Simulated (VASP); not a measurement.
Si16O (a cell with a defect): single point with LDA

System: Si16O (a cell with a defect).

```xyz
17
Lattice="0.0000 5.4300 5.4300 5.4300 0.0000 5.4300 5.4300 5.4300 0.0000" Properties=species:S:1:pos:R:3 pbc="T T T"
Si    0.0146    0.0069    0.0160
Si    1.3989    1.3510    1.3584
Si    2.7381    2.7042   -0.0276
Si    4.0662    4.0756    1.3435
Si    2.4877   -0.0689    2.9252
Si    4.0028    1.2881    4.1072
Si    5.3282    2.6506    2.7188
Si    6.5774    3.9672    4.2172
Si    0.1355    2.9597    2.5262
Si    1.4362    4.1546    4.0854
Si    2.7822    5.5006    2.6992
Si    4.1527    7.0607    3.8220
Si    2.6589    2.6595    5.4500
Si    3.7680    4.0261    6.9522
Si    5.4362    5.7148    5.2195
Si    6.7529    6.7687    6.8028
O     4.0292    5.3456    5.9933
```

```
Program             : VASP 6.6.1
Task                : single point
Functional          : LDA
Potentials or basis : VASP PAW LDA potentials, release 64 (Si, O)
Cutoff              : 520 eV
k mesh              : 2 × 2 × 2
Occupations         : fermi-dirac, width 0.05 eV
Spin                : collinear spin, zero start
Starting moments    : [0.0, 0.0, 0.0, 0.0, 0.0, 0.0, 0.0, 0.0, 0.0, 0.0, 0.0, 0.0, 0.0, 0.0, 0.0, 0.0, 0.0] μB
```

| Quantity | Value |
| --- | --- |
| Pressure | 0.8 GPa |
| Largest force | 0.100 eV/Å |
| Band gap on the k mesh | 0.40 eV |
| Net moment | 0.00 μB per cell |
| Valence electrons inside the program's atomic spheres | Si 1.71, 1.69, 1.70, 1.72, 1.73 (each value once); O 5.17 |

Forces on the atoms (eV/Å):
```
Si   0.000  0.000  0.000
Si  -0.001 -0.002  0.002
Si   0.000 -0.007 -0.001
Si  -0.001 -0.003 -0.002
Si  -0.007 -0.001  0.002
Si  -0.002 -0.003 -0.004
Si  -0.001 -0.003 -0.003
Si  -0.004 -0.005  0.005
Si  -0.001 -0.001 -0.005
Si  -0.001  0.001 -0.002
Si   0.003 -0.001 -0.001
Si  -0.002  0.002 -0.003
Si   0.009  0.008 -0.003
Si  -0.028 -0.072  0.064
Si   0.077  0.032 -0.050
Si   0.009  0.002 -0.003
O   -0.052  0.053  0.007
```

Stress tensor (GPa, compression positive):
```
 0.67  1.53 -1.28
 1.53  0.76 -1.03
-1.28 -1.03  1.01
```

Levels at points of the mesh, in eV from the valence-band top:
Spin up:
```
           k point  band 31  band 32  band 33  band 34  band 35  band 36  band 37  band 38  band 39  band 40
(0.00, 0.00, 0.00)    -0.97    -0.93    -0.33    -0.06     0.00     0.40     0.69     0.72     0.88     1.08
(0.50, 0.00, 0.00)    -1.45    -1.23    -0.79    -0.61    -0.57     1.24     1.33     1.50     1.62     1.66
(0.00, 0.50, 0.00)    -1.49    -1.21    -0.81    -0.63    -0.53     1.22     1.34     1.50     1.61     1.72
(0.00, 0.00, 0.50)    -1.40    -0.74    -0.68    -0.64    -0.07     1.07     1.37     1.43     1.47     1.62
(0.50, 0.50, 0.50)    -1.49    -1.23    -0.75    -0.63    -0.57     1.14     1.38     1.51     1.57     1.63
(0.50, 0.50, 0.00)    -1.45    -1.38    -1.33    -1.05    -0.91     1.33     1.38     2.24     2.32     2.47
(0.00, 0.50, 0.50)    -1.49    -1.44    -1.28    -1.19    -0.38     1.14     1.38     2.26     2.29     2.42
(0.50, 0.00, 0.50)    -1.50    -1.44    -1.27    -1.18    -0.61     1.22     1.38     2.25     2.34     2.43
```
Spin down:
| k point | band 31 | band 32 | band 33 | band 34 | band 35 | band 36 | band 37 | band 38 | band 39 | band 40 |
| --- | --- | --- | --- | --- | --- | --- | --- | --- | --- | --- |
| (0.00, 0.00, 0.00) | -0.97 | -0.93 | -0.33 | -0.06 | 0.00 | 0.40 | 0.69 | 0.72 | 0.88 | 1.08 |
| (0.50, 0.00, 0.00) | -1.45 | -1.23 | -0.79 | -0.61 | -0.57 | 1.24 | 1.33 | 1.50 | 1.62 | 1.66 |
| (0.00, 0.50, 0.00) | -1.49 | -1.21 | -0.81 | -0.63 | -0.53 | 1.22 | 1.34 | 1.50 | 1.61 | 1.72 |
| (0.00, 0.00, 0.50) | -1.40 | -0.74 | -0.68 | -0.64 | -0.07 | 1.07 | 1.37 | 1.43 | 1.47 | 1.62 |
| (0.50, 0.50, 0.50) | -1.49 | -1.23 | -0.75 | -0.63 | -0.57 | 1.14 | 1.38 | 1.51 | 1.57 | 1.63 |
| (0.50, 0.50, 0.00) | -1.45 | -1.38 | -1.33 | -1.05 | -0.91 | 1.33 | 1.38 | 2.24 | 2.32 | 2.47 |
| (0.00, 0.50, 0.50) | -1.49 | -1.44 | -1.28 | -1.19 | -0.38 | 1.14 | 1.38 | 2.26 | 2.29 | 2.42 |
| (0.50, 0.00, 0.50) | -1.50 | -1.44 | -1.27 | -1.18 | -0.61 | 1.22 | 1.38 | 2.25 | 2.34 | 2.43 |

It took 7.6 min on 1 thread of AMD EPYC 9R45 96-Core Processor (Zen 5), with other jobs on the host, peak memory 0.46 GiB.

Caveat: the k points lie up to 0.50 Å⁻¹ apart; semilocal functionals underestimate gaps, and a narrow one can read as zero.
